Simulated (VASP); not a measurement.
# MgGaC4N4 (P-43m) in VASP: notebook, part 2 of 2

VASP 6.6.1. Earlier steps stand in the parts before.

### Step 3. Single point, PBE

This run uses another cell than the first one, of 21.96 Å³/atom, 1.053 times its volume.

INCAR

```
PREC = Accurate
ENCUT = 520
EDIFF = 1E-7
ISMEAR = 0
SIGMA = 0.1
LREAL = F
LASPH = T
NELM = 100
ALGO = Normal
ISIF = 2
LWAVE = F
LCHARG = F
GGA = PE
NBANDS = 36
```

KPOINTS

```
Automatic mesh
0
Gamma
  4 4 4
```

POSCAR

```
MgGaC4N4
1.0
    6.0330575200      0.0000000000      0.0000000000
    0.0000000000      6.0330575200      0.0000000000
    0.0000000000      0.0000000000      6.0330575200
Mg Ga C N
1 1 4 4
Direct
    0.0000000000      0.0000000000      0.0000000000
    0.5000000000      0.5000000000      0.5000000000
    0.2068536058      0.2068536058      0.2068536058
    0.2068536058      0.7931463942      0.7931463942
    0.7931463942      0.2068536058      0.7931463942
    0.7931463942      0.7931463942      0.2068536058
    0.3195619084      0.3195619084      0.3195619084
    0.3195619084      0.6804380916      0.6804380916
    0.6804380916      0.3195619084      0.6804380916
    0.6804380916      0.6804380916      0.3195619084
```

Potentials or basis: VASP PAW PBE potentials, release 64 (Mg, Ga_d, C, N).

The run is started by

```bash
cat potpaw_PBE.64/Mg/POTCAR potpaw_PBE.64/Ga_d/POTCAR potpaw_PBE.64/C/POTCAR potpaw_PBE.64/N/POTCAR > POTCAR
mpirun -np 1 vasp_std > vasp.out
```

OUTCAR:

```text
PREC = Accurate
   ENCUT = 520
   EDIFF = 1E-7
   ISMEAR = 0
   LREAL = F
   LASPH = T
   NELM = 100
   ISIF = 2
   GGA = PE

 ion  position               nearest neighbor table
   1  0.000  0.000  0.000-   3 2.16   4 2.16   5 2.16   6 2.16
   2  0.500  0.500  0.500-   7 1.89   8 1.89   9 1.89  10 1.89
   3  0.207  0.207  0.207-   7 1.18   1 2.16
   4  0.207  0.793  0.793-   8 1.18   1 2.16
   5  0.793  0.207  0.793-   9 1.18   1 2.16
   6  0.793  0.793  0.207-  10 1.18   1 2.16
   7  0.320  0.320  0.320-   3 1.18   2 1.89
   8  0.320  0.680  0.680-   4 1.18   2 1.89
   9  0.680  0.320  0.680-   5 1.18   2 1.89
  10  0.680  0.680  0.320-   6 1.18   2 1.89

  LATTYP: Found a simple cubic cell.
 ALAT       =     6.0330575200

  Lattice vectors:

 A1 = (   6.0330575200,   0.0000000000,   0.0000000000)
 A2 = (   0.0000000000,   6.0330575200,   0.0000000000)
 A3 = (   0.0000000000,   0.0000000000,   6.0330575200)

Analysis of symmetry for initial positions (statically):
=====================================================================
 Subroutine PRICEL returns:
 Original cell was already a primitive cell.

 Routine SETGRP: Setting up the symmetry group for a
 simple cubic supercell.

 Subroutine GETGRP returns: Found 24 space group operations
 (whereof 24 operations were pure point group operations)
 out of a pool of 48 trial point group operations.

The static configuration has the point symmetry T_d .

Analysis of symmetry for dynamics (positions and initial velocities):
=====================================================================
 Subroutine PRICEL returns:
 Original cell was already a primitive cell.

 Routine SETGRP: Setting up the symmetry group for a
 simple cubic supercell.

 Subroutine GETGRP returns: Found 24 space group operations
 (whereof 24 operations were pure point group operations)
 out of a pool of 48 trial point group operations.

The dynamic configuration has the point symmetry T_d .

 Subroutine INISYM returns: Found 24 space group operations
 (whereof 24 operations are pure point group operations),
 and found     1 'primitive' translations

----------------------------------------------------------------------------------------

                                     Primitive cell

  volume of cell :     219.5899

  direct lattice vectors                    reciprocal lattice vectors
     6.033057520  0.000000000  0.000000000     0.165753434  0.000000000  0.000000000
     0.000000000  6.033057520  0.000000000     0.000000000  0.165753434  0.000000000
     0.000000000  0.000000000  6.033057520     0.000000000  0.000000000  0.165753434

  length of vectors
     6.033057520  6.033057520  6.033057520     0.165753434  0.165753434  0.165753434

  position of ions in fractional coordinates (direct lattice)
     0.000000000  0.000000000  0.000000000
     0.500000000  0.500000000  0.500000000
     0.206853606  0.206853606  0.206853606
     0.206853606  0.793146394  0.793146394
     0.793146394  0.206853606  0.793146394
     0.793146394  0.793146394  0.206853606
[... 51 lines left out ...]
  0.500000  0.500000  0.000000      3.000000
  0.250000  0.250000  0.250000      8.000000
  0.500000  0.250000  0.250000     12.000000
  0.500000  0.500000  0.250000      6.000000
  0.500000  0.500000  0.500000      1.000000
   k-points           NKPTS =     10   k-points in BZ     NKDIM =     10   number of bands    NBANDS=     36
   number of dos      NEDOS =    301   number of ions     NIONS =     10
   total plane-waves  NPLWV = 110592
   dimension x,y,z NGX =    48 NGY =   48 NGZ =   48
   dimension x,y,z NGXF=    96 NGYF=   96 NGZF=   96
   ions per type =               1   1   4   4
   NGX,Y,Z   is equivalent  to a cutoff of  13.23, 13.23, 13.23 a.u.
   NGXF,Y,Z  is equivalent  to a cutoff of  26.45, 26.45, 26.45 a.u.
 SYSTEM =  unknown system
   PREC   = accura    normal or accurate (medium, high low for compatibility)
   ISTART =      0    job   : 0-new  1-cont  2-samecut
   ICHARG =      2    charge: 1-file 2-atom 10-const
   ISPIN  =      1    spin polarized calculation?
   LNONCOLLINEAR =      F non collinear calculations
   LSORBIT =      F    spin-orbit coupling
   LASPH  =      T    aspherical Exc in radial PAW
   ENCUT  =  520.0 eV  38.22 Ry    6.18 a.u.  11.22 11.22 11.22*2*pi/ulx,y,z
   NELM   =    100;   NELMIN=  2; NELMDL= -5     # of ELM steps
   EDIFF  = 0.1E-06   stopping-criterion for ELM
   LREAL  =      F    real-space projection
   EDIFFG = 0.1E-05   stopping-criterion for IOM
   NSW    =      0    number of steps for IOM
   IBRION =     -1    ionic relax: 0-MD 1-quasi-New 2-CG
   NFREE  =      0    steps in history (QN), initial steepest desc. (CG)
   ISIF   =      2    stress and relaxation
   ISYM   =      2    0-nonsym 1-usesym 2-fastsym
   POTIM  = 0.5000    time-step for ionic-motion
   TEBEG  =    0.0;   TEEND  =   0.0 temperature during run
   PSTRESS=    0.0 pullay stress
   NELECT =      51.0000    total number of electrons
   NUPDOWN=      -1.0000    fix difference up-down
   EMIN   =  10.00;   EMAX   =-10.00  energy-range for DOS
   EFERMI =   0.00;   METHOD = LEGACY
   ISMEAR =     0;   SIGMA  =   0.10  broadening in eV -4-tet -1-fermi 0-gaus
   EFERMI_NEDOS =   21; number of points for ismear=-14 and -15
   IALGO  =     38    algorithm
   IMIX   =      4    mixing-type and parameters
     AMIX     =   0.40;   BMIX     =  1.00
     AMIX_MAG =   1.60;   BMIX_MAG =  1.00
  volume/ion in A,a.u.               =      21.96       148.19
  Fermi-wavevector in a.u.,A,eV,Ry     =   1.006300  1.901631 13.777796  1.012639
  Thomas-Fermi vector in A             =   2.139034
   LORBIT       =      0    0 simple, 1 ext, 2 COOP (PROOUT), +10 PAW based schemes
   GGA     = PE    functional components
   LHFCALC =     F    Hartree Fock is set to
   AEXX    =    0.0000 exact exchange contribution
   IVDW    =     0    specifies the selected vdW correction
   LEPSILON=     F    determine dielectric tensor
   LRPA    =     F    only Hartree local field effects (RPA)
 non-spin polarized calculation
 Gauss-broadening in eV      SIGMA  =   0.10
  energy-cutoff  :      520.00
  volume of cell :      219.59
 maximum number of plane-waves:      5940
 NGX is ok and might be reduce to    48
   NGX = 23   NGY = 23   NGZ = 23

 number of electron      51.0000013 magnetization

 Free energy of the ion-electron system (eV)
  ---------------------------------------------------
  ext. energy  EPLUGINS =         0.00000000
  ---------------------------------------------------
  free energy    TOTEN  =       -71.08892285 eV

  energy without entropy =      -71.04038202  energy(sigma->0) =      -71.06465244

 E-fermi :   1.8085     XC(G=0):  -6.8138

 val. band max:        1.7542307227   @ k =   0.2500   0.2500   0.0000
 cond. band min:       1.8090235137   @ k =   0.2500   0.0000   0.0000
 fundamental gap:      0.0547927910
 Fermi energy:         1.8085277217

 k-point     1 :       0.0000    0.0000    0.0000
  band No.  band energies     occupation
      1     -19.1370      2.00000
      2     -18.9801      2.00000
      3     -18.9801      2.00000
      4     -18.9801      2.00000
      5     -16.1672      2.00000
      6     -16.1672      2.00000
[... 379 lines left out ...]
     35       5.4555      0.00000
     36       5.4555      0.00000

------------------------ aborting loop because EDIFF is reached ----------------------------------------

  FORCE on cell =-STRESS in cart. coord.  units (eV):
  Direction    XX          YY          ZZ          XY          YZ          ZX
  --------------------------------------------------------------------------------------
  -------------------------------------------------------------------------------------
  Total        0.6293774      0.6293774      0.6293774     -0.0000000     -0.0000000     -0.0000000
  in kB        4.5920786      4.5920786      4.5920786     -0.0000000     -0.0000000     -0.0000000
  external PRESSURE =       4.5920786 kB  Pullay stress =       0.0000000 kB

 VOLUME and BASIS-vectors are now :
 -----------------------------------------------------------------------------
  energy-cutoff  :      520.00
  volume of cell :      219.59
      direct lattice vectors                 reciprocal lattice vectors
     6.033057520  0.000000000  0.000000000     0.165753434  0.000000000  0.000000000
     0.000000000  6.033057520  0.000000000     0.000000000  0.165753434  0.000000000
     0.000000000  0.000000000  6.033057520     0.000000000  0.000000000  0.165753434

 POSITION                                       TOTAL-FORCE (eV/Angst)
 -----------------------------------------------------------------------------------
      0.00000      0.00000      0.00000        -0.000000      0.000000      0.000000
      3.01653      3.01653      3.01653        -0.000000      0.000000      0.000000
      1.24796      1.24796      1.24796        -0.198766     -0.198766     -0.198766
      1.24796      4.78510      4.78510        -0.198766      0.198766      0.198766
      4.78510      1.24796      4.78510         0.198766     -0.198766      0.198766
      4.78510      4.78510      1.24796         0.198766      0.198766     -0.198766
      1.92794      1.92794      1.92794         0.226163      0.226163      0.226163
      1.92794      4.10512      4.10512         0.226163     -0.226163     -0.226163
      4.10512      1.92794      4.10512        -0.226163      0.226163     -0.226163
      4.10512      4.10512      1.92794        -0.226163     -0.226163      0.226163
 -----------------------------------------------------------------------------------
    total drift:                               -0.000000     -0.000000      0.000000

  FREE ENERGIE OF THE ION-ELECTRON SYSTEM (eV)
  ---------------------------------------------------
  free  energy   TOTEN  =       -71.0889228547 eV

  energy  without entropy=      -71.0403820225  energy(sigma->0) =      -71.06465244
```

It took 91 s on 1 thread of Intel Xeon Platinum 8375C at 2.90GHz (Ice Lake), shared host; peak memory 0.36 GiB.

What came out:

- Free energy: -71.0889 eV
- Pressure: 0.5 GPa
- Largest force: 0.392 eV/Å

Forces in eV/Å, atoms in the order of the input:
```
Mg   0.000  0.000  0.000
Ga   0.000  0.000  0.000
C   -0.199 -0.199 -0.199
C   -0.199  0.199  0.199
C    0.199 -0.199  0.199
C    0.199  0.199 -0.199
N    0.226  0.226  0.226
N    0.226 -0.226 -0.226
N   -0.226  0.226 -0.226
N   -0.226 -0.226  0.226
```

Levels at points of the mesh, in eV from the Fermi level:
```tsv
k point	band 21	band 22	band 23	band 24	band 25	band 26	band 27	band 28	band 29	band 30
(0.00, 0.00, 0.00)	-6.61	-6.61	-6.41	-6.41	-6.41	-0.11	-0.11	-0.11	0.53	0.53
(0.50, 0.00, 0.00)	-6.63	-6.63	-6.60	-6.21	-6.21	0.17	0.17	0.24	0.28	0.95
(0.50, 0.50, 0.00)	-6.64	-6.64	-6.53	-6.20	-6.20	0.14	0.39	0.49	0.49	1.24
(0.50, 0.50, 0.50)	-6.50	-6.50	-6.50	-6.50	-6.50	0.25	0.25	0.25	0.73	0.73
```

### Step 4. Single point, PBE

This run uses another cell than the first one, of 22.07 Å³/atom, 1.059 times its volume.

INCAR

```
PREC = Accurate
ENCUT = 520
EDIFF = 1E-6
ISMEAR = 0
SIGMA = 0.1
LREAL = False
LASPH = True
NELM = 80
ALGO = Normal
ISIF = 2
LWAVE = False
LCHARG = False
GGA = PE
NBANDS = 36
```

KPOINTS

```
regular mesh
0
Gamma
  6 6 6
```

POSCAR

```
MgGaC4N4
1.0
    6.0435384907      0.0000000000      0.0000000000
    0.0000000000      6.0435384907      0.0000000000
    0.0000000000      0.0000000000      6.0435384907
Mg Ga C N
1 1 4 4
Direct
    0.0000000000      0.0000000000      0.0000000000
    0.5000000000      0.5000000000      0.5000000000
    0.2071970223      0.2071970223      0.2071970223
    0.2071970223      0.7928029777      0.7928029777
    0.7928029777      0.2071970223      0.7928029777
    0.7928029777      0.7928029777      0.2071970223
    0.3197594639      0.3197594639      0.3197594639
    0.3197594639      0.6802405361      0.6802405361
    0.6802405361      0.3197594639      0.6802405361
    0.6802405361      0.6802405361      0.3197594639
```

The run is started by

```bash
cat potpaw_PBE.64/Mg/POTCAR potpaw_PBE.64/Ga_d/POTCAR potpaw_PBE.64/C/POTCAR potpaw_PBE.64/N/POTCAR > POTCAR
mpirun -np 1 vasp_std > vasp.out
```

Wall time 2.9 min (1 thread of Intel Xeon Platinum 8375C at 2.90GHz (Ice Lake), shared host); peak memory 0.41 GiB.

The run converged. Its results:

```yaml
Free_energy: -71.0910 eV
Pressure: 0.2 GPa
Largest_force: 0.362 eV/Å
```

Forces on the atoms (eV/Å):
```
Mg   0.000  0.000  0.000
Ga   0.000  0.000  0.000
C   -0.200 -0.200 -0.200
C   -0.200  0.200  0.200
C    0.200 -0.200  0.200
C    0.200  0.200 -0.200
N    0.209  0.209  0.209
N    0.209 -0.209 -0.209
N   -0.209  0.209 -0.209
N   -0.209 -0.209  0.209
```

Levels at points of the mesh, in eV from the Fermi level:
| k point | band 23 | band 24 | band 25 | band 26 | band 27 | band 28 |
| --- | --- | --- | --- | --- | --- | --- |
| (0.00, 0.00, 0.00) | -6.41 | -6.41 | -6.41 | -0.11 | -0.11 | -0.11 |
| (0.50, 0.00, 0.00) | -6.60 | -6.21 | -6.21 | 0.17 | 0.17 | 0.24 |
| (0.50, 0.50, 0.00) | -6.53 | -6.20 | -6.20 | 0.14 | 0.39 | 0.49 |
| (0.50, 0.50, 0.50) | -6.50 | -6.50 | -6.50 | 0.25 | 0.25 | 0.25 |

### Step 5. Overview

| cell | k mesh | gap on the mesh (eV) | pressure (GPa) | largest force (eV/Å) |
| --- | --- | --- | --- | --- |
| a = 5.929 Å, 10 atoms | 4 × 4 × 4 | none | 2.9 | 2.67 |
| a = 6.033 Å, 10 atoms | 4 × 4 × 4 | none | 0.5 | 0.39 |
| a = 6.044 Å, 10 atoms | 6 × 6 × 6 | none | 0.2 | 0.36 |

Alike in all rows: task single point; level PBE; potentials or basis VASP PAW PBE potentials, release 64 (Mg, Ga_d, C, N); no spin polarisation; cutoff (eV) 520; smearing gaussian 0.1 eV.

Caveats: forces of over 1 eV/Å act on the atoms, so gaps and moduli don't describe the material at rest (some runs).

Total energies depend on the potentials used, so only differences within one code and one set of settings carry meaning.
